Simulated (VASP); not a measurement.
# MnS (F-43m) in VASP: a series of runs

Runs on MnS. Level: PBE. Tasks: single point.

All numbers are computed with VASP 6.6.1; they aren't measurements. Logs are shortened: lines on timing, memory, paths and dates and some standing lists are left out, and cuts for length are marked.

### Step 1. The cell of the first run

It takes space group F-43m (No. 216, cubic). Conventional cell: a = 4.947 Å, b = 4.947 Å, c = 4.947 Å, α = 90.00°, β = 90.00°, γ = 90.00°. Within 2.8 Å of Mn (site symmetry -43m) lie 4 S at 2.14 Å. Within 2.8 Å of S (site symmetry -43m) lie 4 Mn at 2.14 Å.

### Step 2. Single point, PBE, collinear spin, ferromagnetic start

Contents of INCAR:

```
  PREC = Accurate
  ENCUT = 520
  EDIFF = 1E-7
  ISMEAR = -1
  SIGMA = 0.05
  LREAL = False
  LASPH = True
  NELM = 150
  ALGO = Normal
  ISIF = 2
  LWAVE = False
  LCHARG = False
  ISPIN = 2
  MAGMOM = 4 0
  LORBIT = 11
  NUPDOWN = 4.0
  LMAXMIX = 4
  GGA = PE
  NBANDS = 20
```

Contents of KPOINTS:

```
Automatic mesh
0
Gamma
  8 8 8
```

Contents of POSCAR:

```
MnS
1.0
    0.0000000000      2.4734634191      2.4734634191
    2.4734634191      0.0000000000      2.4734634191
    2.4734634191      2.4734634191      0.0000000000
Mn S
1 1
Direct
    0.0000000000      0.0000000000      0.0000000000
    0.7500000000      0.7500000000      0.7500000000
```

Potentials or basis: VASP PAW PBE potentials, release 64 (Mn_pv, S).

Started as:

```
$ cat potpaw_PBE.64/Mn_pv/POTCAR potpaw_PBE.64/S/POTCAR > POTCAR
$ mpirun -np 1 vasp_std > vasp.out
```

OUTCAR:

```text
PREC = Accurate
   ENCUT = 520
   EDIFF = 1E-7
   ISMEAR = -1
   LREAL = False
   LASPH = True
   NELM = 150
   ISIF = 2
   ISPIN = 2
   LORBIT = 11
   NUPDOWN = 4.0
   GGA = PE

 ion  position               nearest neighbor table
   1  0.000  0.000  0.000-   2 2.14   2 2.14   2 2.14   2 2.14
   2  0.750  0.750  0.750-   1 2.14   1 2.14   1 2.14   1 2.14

  LATTYP: Found a face centered cubic cell.
 ALAT       =     4.9469268382

  Lattice vectors:

 A1 = (   0.0000000000,   2.4734634191,   2.4734634191)
 A2 = (   2.4734634191,   0.0000000000,   2.4734634191)
 A3 = (   2.4734634191,   2.4734634191,   0.0000000000)

Analysis of symmetry for initial positions (statically):
=====================================================================
 Subroutine PRICEL returns:
 Original cell was already a primitive cell.

 Routine SETGRP: Setting up the symmetry group for a
 face centered cubic supercell.

 Subroutine GETGRP returns: Found 24 space group operations
 (whereof 24 operations were pure point group operations)
 out of a pool of 48 trial point group operations.

The static configuration has the point symmetry T_d .

Analysis of symmetry for dynamics (positions and initial velocities):
=====================================================================
 Subroutine PRICEL returns:
 Original cell was already a primitive cell.

 Routine SETGRP: Setting up the symmetry group for a
 face centered cubic supercell.

 Subroutine GETGRP returns: Found 24 space group operations
 (whereof 24 operations were pure point group operations)
 out of a pool of 48 trial point group operations.

The dynamic configuration has the point symmetry T_d .

Analysis of structural, dynamic, and magnetic symmetry:
=====================================================================
 Subroutine PRICEL returns:
 Original cell was already a primitive cell.

 Routine SETGRP: Setting up the symmetry group for a
 face centered cubic supercell.

 Subroutine GETGRP returns: Found 24 space group operations
 (whereof 24 operations were pure point group operations)
 out of a pool of 48 trial point group operations.

The overall configuration has the point symmetry T_d .

 Subroutine INISYM returns: Found 24 space group operations
 (whereof 24 operations are pure point group operations),
 and found     1 'primitive' translations

----------------------------------------------------------------------------------------

                                     Primitive cell

  volume of cell :      30.2654

  direct lattice vectors                    reciprocal lattice vectors
     0.000000000  2.473463419  2.473463419    -0.202145702  0.202145702  0.202145702
     2.473463419  0.000000000  2.473463419     0.202145702 -0.202145702  0.202145702
     2.473463419  2.473463419  0.000000000     0.202145702  0.202145702 -0.202145702

  length of vectors
     3.498005513  3.498005513  3.498005513     0.350126627  0.350126627  0.350126627

  position of ions in fractional coordinates (direct lattice)
     0.000000000  0.000000000  0.000000000
     0.750000000  0.750000000  0.750000000

  ion indices of the primitive-cell ions
   primitive index   ion index
                 1           1
                 2           2

----------------------------------------------------------------------------------------

 KPOINTS: Automatic mesh

Automatic generation of k-mesh.
 Grid dimensions read from file:
 generate k-points for:    8    8    8

 Generating k-lattice:

  Cartesian coordinates                     Fractional coordinates (reciprocal lattice)
    -0.025268213  0.025268213  0.025268213     0.125000000  0.000000000  0.000000000
     0.025268213 -0.025268213  0.025268213     0.000000000  0.125000000  0.000000000
     0.025268213  0.025268213 -0.025268213     0.000000000  0.000000000  0.125000000

  Length of vectors
     0.043765828  0.043765828  0.043765828

  Shift w.r.t. Gamma in fractional coordinates (k-lattice)
     0.000000000  0.000000000  0.000000000

 Subroutine IBZKPT returns following result:
 ===========================================

 Found     29 irreducible k-points:

 Following reciprocal coordinates:
            Coordinates               Weight
  0.000000  0.000000  0.000000      1.000000
  0.125000  0.000000  0.000000      8.000000
  0.250000  0.000000  0.000000      8.000000
  0.375000  0.000000  0.000000      8.000000
  0.500000  0.000000  0.000000      4.000000
  0.125000  0.125000  0.000000      6.000000
[... 16 lines left out ...]
  0.500000  0.250000  0.125000     48.000000
 -0.375000  0.250000  0.125000     24.000000
 [... further k-points ...]
   k-points           NKPTS =     29   k-points in BZ     NKDIM =     29   number of bands    NBANDS=     20
   number of dos      NEDOS =    301   number of ions     NIONS =      2
   total plane-waves  NPLWV =  21952
   dimension x,y,z NGX =    28 NGY =   28 NGZ =   28
   dimension x,y,z NGXF=    56 NGYF=   56 NGZF=   56
   ions per type =               1   1
   NGX,Y,Z   is equivalent  to a cutoff of  13.31, 13.31, 13.31 a.u.
   NGXF,Y,Z  is equivalent  to a cutoff of  26.61, 26.61, 26.61 a.u.
 SYSTEM =  unknown system
   PREC   = accura    normal or accurate (medium, high low for compatibility)
   ISTART =      0    job   : 0-new  1-cont  2-samecut
   ICHARG =      2    charge: 1-file 2-atom 10-const
   ISPIN  =      2    spin polarized calculation?
   LNONCOLLINEAR =      F non collinear calculations
   LSORBIT =      F    spin-orbit coupling
   LASPH  =      T    aspherical Exc in radial PAW
   ENCUT  =  520.0 eV  38.22 Ry    6.18 a.u.   6.50  6.50  6.50*2*pi/ulx,y,z
   NELM   =    150;   NELMIN=  2; NELMDL= -5     # of ELM steps
   EDIFF  = 0.1E-06   stopping-criterion for ELM
   LREAL  =      F    real-space projection
   EDIFFG = 0.1E-05   stopping-criterion for IOM
   NSW    =      0    number of steps for IOM
   IBRION =     -1    ionic relax: 0-MD 1-quasi-New 2-CG
   NFREE  =      0    steps in history (QN), initial steepest desc. (CG)
   ISIF   =      2    stress and relaxation
   ISYM   =      2    0-nonsym 1-usesym 2-fastsym
   POTIM  = 0.5000    time-step for ionic-motion
   TEBEG  =    0.0;   TEEND  =   0.0 temperature during run
   PSTRESS=    0.0 pullay stress
   NELECT =      19.0000    total number of electrons
   NUPDOWN=       4.0000    fix difference up-down
   EMIN   =  10.00;   EMAX   =-10.00  energy-range for DOS
   EFERMI =   0.00;   METHOD = LEGACY
   ISMEAR =    -1;   SIGMA  =   0.05  broadening in eV -4-tet -1-fermi 0-gaus
   EFERMI_NEDOS =   21; number of points for ismear=-14 and -15
   IALGO  =     38    algorithm
   IMIX   =      4    mixing-type and parameters
     AMIX     =   0.40;   BMIX     =  1.00
     AMIX_MAG =   1.60;   BMIX_MAG =  1.00
  volume/ion in A,a.u.               =      15.13       102.12
  Fermi-wavevector in a.u.,A,eV,Ry     =   1.401771  2.648964 26.734947  1.964963
  Thomas-Fermi vector in A             =   2.524600
   LORBIT       =     11    0 simple, 1 ext, 2 COOP (PROOUT), +10 PAW based schemes
   GGA     = PE    functional components
   LHFCALC =     F    Hartree Fock is set to
   AEXX    =    0.0000 exact exchange contribution
   IVDW    =     0    specifies the selected vdW correction
   LEPSILON=     F    determine dielectric tensor
   LRPA    =     F    only Hartree local field effects (RPA)
 spin polarized calculation
  energy-cutoff  :      520.00
  volume of cell :       30.27
 maximum number of plane-waves:       869
 NGX is ok and might be reduce to    28
   NGX = 13   NGY = 13   NGZ = 13

 number of electron      18.9999986 magnetization       3.9999996

 Free energy of the ion-electron system (eV)
  ---------------------------------------------------
  ext. energy  EPLUGINS =         0.00000000
  ---------------------------------------------------
  free energy    TOTEN  =       -13.06653012 eV

  energy without entropy =      -13.05733990  energy(sigma->0) =      -13.06193501

 E-fermi :   7.5601     XC(G=0): -11.1948

 val. band max:        8.4674039641   @ k =   0.5000   0.0000   0.0000
 cond. band min:       7.5619576175   @ k =  -0.3750   0.2500   0.1250
 fundamental gap:     -0.9054463466
 Fermi energy:         8.5625823913

 spin component 1

 k-point     1 :       0.0000    0.0000    0.0000
  band No.  band energies     occupation
      1     -42.1373      1.00000
      2     -42.1373      1.00000
      3     -42.1373      1.00000
      4      -7.8106      1.00000
      5       2.1302      1.00000
      6       2.1302      1.00000
[... 12 lines left out ...]
     19      22.9356      0.00000
     20      23.2902      0.00000

 k-point     2 :       0.1250    0.0000    0.0000
  band No.  band energies     occupation
      1     -42.1406      1.00000
      2     -42.1378      1.00000
      3     -42.1378      1.00000
      4      -7.6438      1.00000
      5       1.9001      1.00000
      6       2.1917      1.00000
[... 12 lines left out ...]
     19      22.0760      0.00000
     20      24.7797      0.00000

 k-point     3 :       0.2500    0.0000    0.0000
  band No.  band energies     occupation
      1     -42.1487      1.00000
      2     -42.1391      1.00000
      3     -42.1391      1.00000
      4      -7.2069      1.00000
      5       1.3787      1.00000
      6       2.3220      1.00000
[... 12 lines left out ...]
     19      21.6760      0.00000
     20      27.4775      0.00000

 k-point     4 :       0.3750    0.0000    0.0000
  band No.  band energies     occupation
      1     -42.1567      1.00000
      2     -42.1403      1.00000
      3     -42.1403      1.00000
      4      -6.7072      1.00000
      5       0.8729      1.00000
      6       2.4168      1.00000
[... 429 lines left out ...]
 k-point    23 :       0.5000    0.2500    0.1250
  band No.  band energies     occupation
      1     -42.1555      1.00000
      2     -42.1457      1.00000
      3     -42.1420      1.00000
      4      -6.4484      1.00000
      5       1.0644      1.00000
      6       2.1492      1.00000
[... 12 lines left out ...]
     19      24.5076      0.00000
     20      25.4552      0.00000

 k-point    24 :      -0.3750    0.2500    0.1250
  band No.  band energies     occupation
      1     -42.1574      1.00000
      2     -42.1465      1.00000
      3     -42.1427      1.00000
      4      -6.2612      1.00000
      5       1.0719      1.00000
      6       2.0265      1.00000
[... 12 lines left out ...]
     19      23.8378      0.00000
     20      25.8830      0.00000

 [... further k-points ...]

 spin component 2

 k-point     1 :       0.0000    0.0000    0.0000
  band No.  band energies     occupation
      1     -38.4406      1.00000
      2     -38.4406      1.00000
      3     -38.4406      1.00000
      4      -7.4212      1.00000
      5       3.4672      1.00000
      6       3.4672      1.00000
[... 12 lines left out ...]
     19      23.3878      0.00000
     20      24.0799      0.00000

 k-point     2 :       0.1250    0.0000    0.0000
  band No.  band energies     occupation
      1     -38.4449      1.00000
      2     -38.4412      1.00000
      3     -38.4412      1.00000
      4      -7.2580      1.00000
      5       3.1028      1.00000
      6       3.5166      1.00000
[... 12 lines left out ...]
     19      22.7087      0.00000
     20      25.5346      0.00000

 k-point     3 :       0.2500    0.0000    0.0000
  band No.  band energies     occupation
      1     -38.4553      1.00000
      2     -38.4428      1.00000
      3     -38.4428      1.00000
      4      -6.8312      1.00000
      5       2.3037      1.00000
      6       3.6236      1.00000
[... 12 lines left out ...]
     19      22.5446      0.00000
     20      28.1162      0.00000

 k-point     4 :       0.3750    0.0000    0.0000
  band No.  band energies     occupation
      1     -38.4657      1.00000
      2     -38.4444      1.00000
      3     -38.4444      1.00000
      4      -6.3432      1.00000
      5       1.5474      1.00000
      6       3.7087      1.00000
[... 429 lines left out ...]
 k-point    23 :       0.5000    0.2500    0.1250
  band No.  band energies     occupation
      1     -38.4642      1.00000
      2     -38.4513      1.00000
      3     -38.4465      1.00000
      4      -6.0912      1.00000
      5       1.8040      1.00000
      6       3.1730      1.00000
[... 12 lines left out ...]
     19      25.4303      0.00000
     20      26.3569      0.00000

 k-point    24 :      -0.3750    0.2500    0.1250
  band No.  band energies     occupation
      1     -38.4667      1.00000
      2     -38.4524      1.00000
      3     -38.4474      1.00000
      4      -5.9082      1.00000
      5       1.6973      1.00000
      6       3.0461      1.00000
[... 12 lines left out ...]
     19      24.5876      0.00000
     20      26.8252      0.00000

 [... further k-points ...]

------------------------ aborting loop because EDIFF is reached ----------------------------------------

  FORCE on cell =-STRESS in cart. coord.  units (eV):
  Direction    XX          YY          ZZ          XY          YZ          ZX
  --------------------------------------------------------------------------------------
  -------------------------------------------------------------------------------------
  Total        7.2147059      7.2147059      7.2147059      0.0000000      0.0000000      0.0000000
  in kB      381.9290925    381.9290925    381.9290925      0.0000000      0.0000000      0.0000000
  external PRESSURE =     381.9290925 kB  Pullay stress =       0.0000000 kB

 VOLUME and BASIS-vectors are now :
 -----------------------------------------------------------------------------
  energy-cutoff  :      520.00
  volume of cell :       30.27
      direct lattice vectors                 reciprocal lattice vectors
     0.000000000  2.473463419  2.473463419    -0.202145702  0.202145702  0.202145702
     2.473463419  0.000000000  2.473463419     0.202145702 -0.202145702  0.202145702
     2.473463419  2.473463419  0.000000000     0.202145702  0.202145702 -0.202145702

 POSITION                                       TOTAL-FORCE (eV/Angst)
 -----------------------------------------------------------------------------------
      0.00000      0.00000      0.00000         0.000000      0.000000      0.000000
      3.71020      3.71020      3.71020        -0.000000     -0.000000     -0.000000
 -----------------------------------------------------------------------------------
    total drift:                               -0.000001     -0.000001     -0.000001

  FREE ENERGIE OF THE ION-ELECTRON SYSTEM (eV)
  ---------------------------------------------------
  free  energy   TOTEN  =       -13.0665301212 eV

  energy  without entropy=      -13.0573398983  energy(sigma->0) =      -13.06193501

 total charge

# of ion       s       p       d       tot
------------------------------------------
    1        0.363   6.400   5.156  11.919
    2        1.329   2.555   0.000   3.884
--------------------------------------------------
tot          1.693   8.955   5.156  15.803

 magnetization (x)

# of ion       s       p       d       tot
------------------------------------------
    1        0.053   0.101   3.401   3.555
    2        0.007   0.055   0.000   0.062
--------------------------------------------------
tot          0.061   0.156   3.401   3.617
```

Wall time 36 s (1 thread of Intel Xeon 6975P-C (Granite Rapids), shared host); peak memory 0.18 GiB.

Results:

- Free energy: -13.0665 eV
- Pressure: 38.2 GPa
- Net moment: 4.00 μB per cell
- Site moments: Mn +3.56; S +0.06 μB
- Valence electrons inside the program's atomic spheres: Mn 11.92; S 3.88

Caveat: the cell stands under pressure; the total moment is fixed, so each spin has its own Fermi level; a cell with one magnetic atom can't hold antiferromagnetic order, which such compounds often take.

### Step 3. Single point, PBE, collinear spin, ferromagnetic start

Contents of INCAR:

```
SYSTEM = MnS
PREC     = Accurate       ! precision mode
ENCUT    = 520            ! plane-wave cutoff, eV
EDIFF    = 1E-7           ! SCF threshold, eV
ISMEAR   = -1             ! smearing method
SIGMA    = 0.05           ! smearing width, eV
LREAL    = .False.        ! projectors in reciprocal space
LASPH    = .True.         ! aspherical terms in the spheres
NELM     = 150            ! most SCF steps
ALGO     = Normal         ! electronic algorithm
ISIF     = 2              ! what is computed and relaxed
LWAVE    = .False.        ! write WAVECAR
LCHARG   = .False.        ! write CHGCAR
ISPIN    = 2              ! spin polarisation
MAGMOM   = 5 0            ! initial moments
LORBIT   = 11             ! projections on sites
NUPDOWN  = 5.0            ! fixed moment
LMAXMIX  = 4              ! l up to which the mixer works
GGA      = PE             ! functional
NBANDS   = 20             ! bands
```

Contents of KPOINTS:

```
regular mesh
0
Gamma
  8 8 8
  0 0 0
```

POSCAR is that of step 2.

Potentials or basis: VASP PAW PBE potentials, release 64 (Mn_pv, S).

Started as:

```
$ cat potpaw_PBE.64/Mn_pv/POTCAR potpaw_PBE.64/S/POTCAR > POTCAR
$ mpirun -np 1 vasp_std > vasp.out
```

It took 30 s on 1 thread of Intel Xeon 6975P-C (Granite Rapids), shared host; peak memory 0.18 GiB.

It converged, with:

```yaml
Free_energy: -12.1633 eV
Pressure: 58.6 GPa
Net_moment: 5.00 μB per cell
Site_moments: Mn +4.17; S +0.20 μB
Valence_electrons_inside_the_program's_atomic_spheres: Mn 11.89; S 3.97
```

Caveat: the cell stands under pressure; the total moment is fixed, so each spin has its own Fermi level; a cell with one magnetic atom can't hold antiferromagnetic order, which such compounds often take.

### Step 4. Single point, PBE, collinear spin, ferromagnetic start

Contents of INCAR:

```
SYSTEM = MnS
PREC     = Accurate       ! precision mode
ENCUT    = 520            ! plane-wave cutoff, eV
EDIFF    = 1E-7           ! SCF threshold, eV
ISMEAR   = -1             ! smearing method
SIGMA    = 0.05           ! smearing width, eV
LREAL    = .FALSE.        ! projectors in reciprocal space
LASPH    = .TRUE.         ! aspherical terms in the spheres
NELM     = 150            ! most SCF steps
ALGO     = Normal         ! electronic algorithm
ISIF     = 2              ! what is computed and relaxed
LWAVE    = .FALSE.        ! write WAVECAR
LCHARG   = .TRUE.         ! write CHGCAR
ISPIN    = 2              ! spin polarisation
MAGMOM   = 6 0            ! initial moments
LORBIT   = 11             ! projections on sites
NUPDOWN  = 6.0            ! fixed moment
LMAXMIX  = 4              ! l up to which the mixer works
GGA      = PE             ! functional
LELF     = .TRUE.         ! ELF
LVHAR    = .TRUE.       
NBANDS   = 20             ! bands
```

Contents of KPOINTS:

```
regular mesh
0
G
  8 8 8
  0 0 0
```

POSCAR is that of step 3.

Started as:

```
$ cat potpaw_PBE.64/Mn_pv/POTCAR potpaw_PBE.64/S/POTCAR > POTCAR
$ mpirun -np 1 vasp_std > vasp.out
```

Wall time 34 s (1 thread of Intel Xeon 6975P-C (Granite Rapids), shared host); peak memory 0.18 GiB.

Results (log left out):

```
Free energy                                           : -8.0282 eV
Pressure                                              : 74.8 GPa
Net moment                                            : 6.00 μB per cell
Site moments                                          : Mn +4.42; S +0.51 μB
Valence electrons inside the program's atomic spheres : Mn 11.86; S 3.88
```

Caveat: the cell stands under pressure; the total moment is fixed, so each spin has its own Fermi level; a cell with one magnetic atom can't hold antiferromagnetic order, which such compounds often take.

### Step 5. The runs side by side

```csv
fixed moment (μB),pressure (GPa),moment (μB)
4.0,38.2,4.00
5.0,58.6,5.00
6.0,74.8,6.00
```

Alike in all rows: task single point; level PBE; potentials or basis VASP PAW PBE potentials, release 64 (Mn_pv, S); spin collinear, ferromagnetic start; cell as given; k mesh 8 × 8 × 8; cutoff (eV) 520; smearing fermi-dirac 0.05 eV.

Caveats: the cell stands under pressure; the total moment is fixed, so each spin has its own Fermi level; a cell with one magnetic atom can't hold antiferromagnetic order, which such compounds often take.

Absolute energies hang on the potentials; compare differences alone.
